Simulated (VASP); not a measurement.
# Pt (P6_3/mmc) in VASP: a series of runs

Pt is run at these levels: r2SCAN; tasks: single point.

All numbers are computed with VASP 6.6.1; they aren't measurements. Logs are shortened: lines on timing, memory, paths and dates and some standing lists are left out, and cuts for length are marked.

### 1 The cell of the first run

The structure is hexagonal, space group P6_3/mmc (No. 194). Conventional cell: a = 2.802 Å, b = 2.802 Å, c = 4.792 Å, α = 90.00°, β = 90.00°, γ = 120.00°. Within 3.7 Å of Pt (site symmetry -6m2) lie 12 Pt at 2.80 to 2.89 Å.

### 2 Single point, r2SCAN

The input, POSCAR:

```
Pt
1.0
    2.8020759900      0.0000000000      0.0000000000
   -1.4010379950      2.4266691050      0.0000000000
    0.0000000000      0.0000000000      4.7921340000
Pt
2
Direct
    0.6666666667      0.3333333333      0.7500000000
    0.3333333333      0.6666666667      0.2500000000
```

The input, INCAR.step1:

```
SYSTEM = Pt
ALGO = Normal
EDIFF = 1E-4
ENCUT = 520
GGA = PE
ISMEAR = 0
LASPH = .True.
LCHARG = .False.
LREAL = .False.
LWAVE = .True.
NBANDS = 17
NELM = 100
PREC = Accurate
SIGMA = 0.1
```

The input, INCAR.step2:

```
SYSTEM = Pt
ALGO = Normal
EDIFF = 1E-6
ENCUT = 520
ISIF = 2
ISMEAR = 0
ISTART = 1
LASPH = .True.
LCHARG = .False.
LMIXTAU = .True.
LREAL = .False.
LWAVE = .False.
METAGGA = R2SCAN
NBANDS = 17
NELM = 100
PREC = Accurate
SIGMA = 0.1
```

The input, KPOINTS:

```
k-points
0
Gamma
  14 14 7
  0 0 0
```

Potentials or basis: VASP PAW PBE potentials, release 64 (Pt).

Launch:

```console
$ cat potpaw_PBE.64/Pt/POTCAR > POTCAR
$ cp INCAR.step1 INCAR
$ mpirun -np 1 vasp_std > vasp.out
$ cp INCAR.step2 INCAR
$ mpirun -np 1 vasp_std > vasp.out
```

OUTCAR:

```text
SYSTEM = Pt
   EDIFF = 1E-6
   ENCUT = 520
   ISIF = 2
   ISMEAR = 0
   ISTART = 1
   LASPH = .True.
   LREAL = .False.
   METAGGA = R2SCAN
   NELM = 100
   PREC = Accurate

 ion  position               nearest neighbor table
   1  0.667  0.333  0.750-   2 2.89   2 2.89   2 2.89   2 2.89   2 2.89   2 2.89
   2  0.333  0.667  0.250-   1 2.89   1 2.89   1 2.89   1 2.89   1 2.89   1 2.89

  LATTYP: Found a hexagonal cell.
 ALAT       =     2.8020759900
 C/A-ratio  =     1.7102084373

  Lattice vectors:

 A1 = (   2.8020759900,   0.0000000000,   0.0000000000)
 A2 = (  -1.4010379950,   2.4266691050,   0.0000000000)
 A3 = (   0.0000000000,   0.0000000000,   4.7921340000)

Analysis of symmetry for initial positions (statically):
=====================================================================
 Subroutine PRICEL returns:
 Original cell was already a primitive cell.

 Routine SETGRP: Setting up the symmetry group for a
 hexagonal supercell.

 Subroutine GETGRP returns: Found 24 space group operations
 (whereof 12 operations were pure point group operations)
 out of a pool of 24 trial point group operations.

The static configuration has the point symmetry D_3d.
 The point group associated with its full space group is D_6h.

Analysis of symmetry for dynamics (positions and initial velocities):
=====================================================================
 Subroutine PRICEL returns:
 Original cell was already a primitive cell.

 Routine SETGRP: Setting up the symmetry group for a
 hexagonal supercell.

 Subroutine GETGRP returns: Found 24 space group operations
 (whereof 12 operations were pure point group operations)
 out of a pool of 24 trial point group operations.

The dynamic configuration has the point symmetry D_3d.
 The point group associated with its full space group is D_6h.

 Subroutine INISYM returns: Found 24 space group operations
 (whereof 12 operations are pure point group operations),
 and found     1 'primitive' translations

----------------------------------------------------------------------------------------

                                     Primitive cell

  volume of cell :      32.5851

  direct lattice vectors                    reciprocal lattice vectors
     2.802075990  0.000000000  0.000000000     0.356878259  0.206043749  0.000000000
    -1.401037995  2.426669105  0.000000000     0.000000000  0.412087498  0.000000000
     0.000000000  0.000000000  4.792134000     0.000000000  0.000000000  0.208675300

  length of vectors
[... 78 lines left out ...]
   LSORBIT =      F    spin-orbit coupling
   LASPH  =      T    aspherical Exc in radial PAW
   ENCUT  =  520.0 eV  38.22 Ry    6.18 a.u.   5.21  5.21  8.91*2*pi/ulx,y,z
   NELM   =    100;   NELMIN=  2; NELMDL=  0     # of ELM steps
   EDIFF  = 0.1E-05   stopping-criterion for ELM
   LREAL  =      F    real-space projection
   EDIFFG = 0.1E-04   stopping-criterion for IOM
   NSW    =      0    number of steps for IOM
   IBRION =     -1    ionic relax: 0-MD 1-quasi-New 2-CG
   NFREE  =      0    steps in history (QN), initial steepest desc. (CG)
   ISIF   =      2    stress and relaxation
   ISYM   =      2    0-nonsym 1-usesym 2-fastsym
   POTIM  = 0.5000    time-step for ionic-motion
   TEBEG  =    0.0;   TEEND  =   0.0 temperature during run
   PSTRESS=    0.0 pullay stress
   NELECT =      20.0000    total number of electrons
   NUPDOWN=      -1.0000    fix difference up-down
   EMIN   =  10.00;   EMAX   =-10.00  energy-range for DOS
   EFERMI =   0.00;   METHOD = LEGACY
   ISMEAR =     0;   SIGMA  =   0.10  broadening in eV -4-tet -1-fermi 0-gaus
   EFERMI_NEDOS =   21; number of points for ismear=-14 and -15
   IALGO  =     38    algorithm
   IMIX   =      4    mixing-type and parameters
     AMIX     =   0.40;   BMIX     =  1.00
     AMIX_MAG =   1.60;   BMIX_MAG =  1.00
  volume/ion in A,a.u.               =      16.29       109.95
  Fermi-wavevector in a.u.,A,eV,Ry     =   1.391271  2.629121 26.335908  1.935635
  Thomas-Fermi vector in A             =   2.515126
   LORBIT       =      0    0 simple, 1 ext, 2 COOP (PROOUT), +10 PAW based schemes
   METAGGA = R2SCAN    functional components
   LHFCALC =     F    Hartree Fock is set to
   AEXX    =    0.0000 exact exchange contribution
   IVDW    =     0    specifies the selected vdW correction
   LEPSILON=     F    determine dielectric tensor
   LRPA    =     F    only Hartree local field effects (RPA)
 non-spin polarized calculation
 Gauss-broadening in eV      SIGMA  =   0.10
  energy-cutoff  :      520.00
  volume of cell :       32.59
 maximum number of plane-waves:       894
 NGX is ok and might be reduce to    24
   NGX = 11   NGY = 11   NGZ = 17

 number of electron      20.0000000 magnetization

 Free energy of the ion-electron system (eV)
  ---------------------------------------------------
  ext. energy  EPLUGINS =         0.00000000
  ---------------------------------------------------
  free energy    TOTEN  =      -102.81435664 eV

  energy without entropy =     -102.79546536  energy(sigma->0) =     -102.80491100

 E-fermi :   9.5479     XC(G=0): -14.0847

 val. band max:        9.5433377582   @ k =   0.1429   0.0714   0.4286
 cond. band min:       9.5497298169   @ k =   0.4286  -0.0000   0.0000
 fundamental gap:      0.0063920587
 Fermi energy:         9.5479111806

 k-point     1 :       0.0000    0.0000    0.0000
  band No.  band energies     occupation
      1      -0.0288      2.00000
      2       2.6575      2.00000
      3       5.8205      2.00000
      4       6.2149      2.00000
      5       6.2149      2.00000
      6       6.5887      2.00000
[... 457 lines left out ...]
      4       5.5387      2.00000
      5       5.9372      2.00000
      6       6.0694      2.00000
[... 9 lines left out ...]
     16      21.8372      0.00000
     17      23.2395      0.00000

 [... further k-points ...]
[... 5 lines left out ...]
  --------------------------------------------------------------------------------------
  -------------------------------------------------------------------------------------
  Total       -2.8988930     -2.8988933     -1.9729972      0.0000000     -0.0000000      0.0000000
  in kB     -142.5356011   -142.5356145    -97.0102497      0.0000000     -0.0000000      0.0000000
  external PRESSURE =    -127.3604884 kB  Pullay stress =       0.0000000 kB

 VOLUME and BASIS-vectors are now :
 -----------------------------------------------------------------------------
  energy-cutoff  :      520.00
  volume of cell :       32.59
      direct lattice vectors                 reciprocal lattice vectors
     2.802075990  0.000000000  0.000000000     0.356878259  0.206043749  0.000000000
    -1.401037995  2.426669105  0.000000000     0.000000000  0.412087498  0.000000000
     0.000000000  0.000000000  4.792134000     0.000000000  0.000000000  0.208675300

 POSITION                                       TOTAL-FORCE (eV/Angst)
 -----------------------------------------------------------------------------------
      1.40104      0.80889      3.59410         0.000000      0.000000      0.000000
     -0.00000      1.61778      1.19803        -0.000000     -0.000000      0.000000
 -----------------------------------------------------------------------------------
    total drift:                               -0.000000      0.000000     -0.000000

  FREE ENERGIE OF THE ION-ELECTRON SYSTEM (eV)
  ---------------------------------------------------
  free  energy   TOTEN  =      -102.8143566383 eV

  energy  without entropy=     -102.7954653584  energy(sigma->0) =     -102.80491100
```

OSZICAR.step1:

```text
N       E                     dE             d eps       ncg     rms          rms(c)
DAV:   1     0.100242307241E+03    0.10024E+03   -0.10372E+04  3272   0.112E+03
DAV:   2    -0.109653277354E+02   -0.11121E+03   -0.10567E+03  3523   0.240E+02
DAV:   3    -0.128163966606E+02   -0.18511E+01   -0.18241E+01  3951   0.307E+01
DAV:   4    -0.128258510437E+02   -0.94544E-02   -0.94528E-02  3965   0.231E+00
DAV:   5    -0.128259484893E+02   -0.97446E-04   -0.97444E-04  3978   0.245E-01    0.147E+01
DAV:   6    -0.121286114891E+02    0.69734E+00   -0.11497E+00  3437   0.950E+00    0.780E+00
DAV:   7    -0.120693437218E+02    0.59268E-01   -0.17253E-01  3853   0.364E+00    0.298E+00
DAV:   8    -0.120636646801E+02    0.56790E-02   -0.17160E-02  3528   0.103E+00    0.736E-01
DAV:   9    -0.120632869574E+02    0.37772E-03   -0.38630E-04  3762   0.162E-01    0.569E-02
DAV:  10    -0.120633014208E+02   -0.14463E-04   -0.97004E-06  1763   0.225E-02
   1 F= -.12063301E+02 E0= -.12052496E+02  d E =-.216104E-01
```

Run time: 87 s. Hardware: 1 thread of Intel Xeon Platinum 8559C (Emerald Rapids), shared host; peak memory 0.19 GiB.

Results:

* Free energy: -102.8144 eV
* Pressure: -12.7 GPa
* Band gap on the k mesh: zero (band 10 reaches 9.99 eV, above the bottom of band 11 at 8.82 eV)

Stress tensor (GPa, compression positive):
```
-14.25   0.00   0.00
  0.00 -14.25   0.00
  0.00   0.00  -9.70
```

Caveat: the PAW data sets were made with another functional, which shifts forces and pressure a little; spin-orbit coupling is left out, which moves the levels of the heavy elements.

### 3 Single point, r2SCAN

This run uses another cell than the first one, of 16.78 Å³/atom, 1.030 times its volume.

The input, POSCAR:

```
Pt
1.0
    2.8434859800      0.0000000000      0.0000000000
   -1.4217429900      2.4625312100      0.0000000000
    0.0000000000      0.0000000000      4.7921340000
Pt
2
Direct
    0.6666666667      0.3333333333      0.7500000000
    0.3333333333      0.6666666667      0.2500000000
```

The input, INCAR.step1:

```
SYSTEM = Pt
ALGO     = Normal         ! electronic algorithm
EDIFF    = 1E-4           ! SCF threshold, eV
ENCUT    = 520            ! plane-wave cutoff, eV
GGA      = PE             ! functional
ISMEAR   = 0              ! smearing method
LASPH    = .True.         ! aspherical terms in the spheres
LCHARG   = .False.        ! write CHGCAR
LREAL    = .False.        ! projectors in reciprocal space
LWAVE    = .True.         ! write WAVECAR
NBANDS   = 17             ! bands
NELM     = 100            ! most SCF steps
PREC     = Accurate       ! precision mode
SIGMA    = 0.1            ! smearing width, eV
```

The input, INCAR.step2:

```
SYSTEM = Pt
ALGO     = Normal         ! electronic algorithm
EDIFF    = 1E-6           ! SCF threshold, eV
ENCUT    = 520            ! plane-wave cutoff, eV
ISIF     = 2              ! what is computed and relaxed
ISMEAR   = 0              ! smearing method
ISTART   = 1            
LASPH    = .True.         ! aspherical terms in the spheres
LCHARG   = .False.        ! write CHGCAR
LMIXTAU  = .True.       
LREAL    = .False.        ! projectors in reciprocal space
LWAVE    = .False.        ! write WAVECAR
METAGGA  = R2SCAN         ! meta-GGA
NBANDS   = 17             ! bands
NELM     = 100            ! most SCF steps
PREC     = Accurate       ! precision mode
SIGMA    = 0.1            ! smearing width, eV
```

KPOINTS is that of step 2.

Potentials or basis: VASP PAW PBE potentials, release 64 (Pt).

Launch:

```console
$ cat potpaw_PBE.64/Pt/POTCAR > POTCAR
$ cp INCAR.step1 INCAR
$ mpirun -np 1 vasp_std > vasp.out
$ cp INCAR.step2 INCAR
$ mpirun -np 1 vasp_std > vasp.out
```

It took 90 s on 1 thread of Intel Xeon Platinum 8559C (Emerald Rapids), shared host; peak memory 0.19 GiB.

The run converged. Its results:

| Quantity | Value |
| --- | --- |
| Free energy | -102.7095 eV |
| Pressure | -18.1 GPa |
| Band gap on the k mesh | zero (band 10 reaches 9.41 eV, above the bottom of band 11 at 8.35 eV) |

Stress tensor (GPa, compression positive):
```
-20.21   0.00   0.00
  0.00 -20.21   0.00
  0.00   0.00 -13.81
```

Levels at points of the mesh, in eV from the Fermi level:
```csv
k point,band 8,band 9,band 10,band 11,band 12,band 13
"(0.00, 0.00, 0.00)",-1.90,-1.90,-0.25,-0.25,-0.03,4.93
"(0.50, 0.00, 0.00)",0.04,0.15,0.37,2.28,3.63,7.51
```

Caveat: the PAW data sets were made with another functional, which shifts forces and pressure a little; spin-orbit coupling is left out, which moves the levels of the heavy elements.
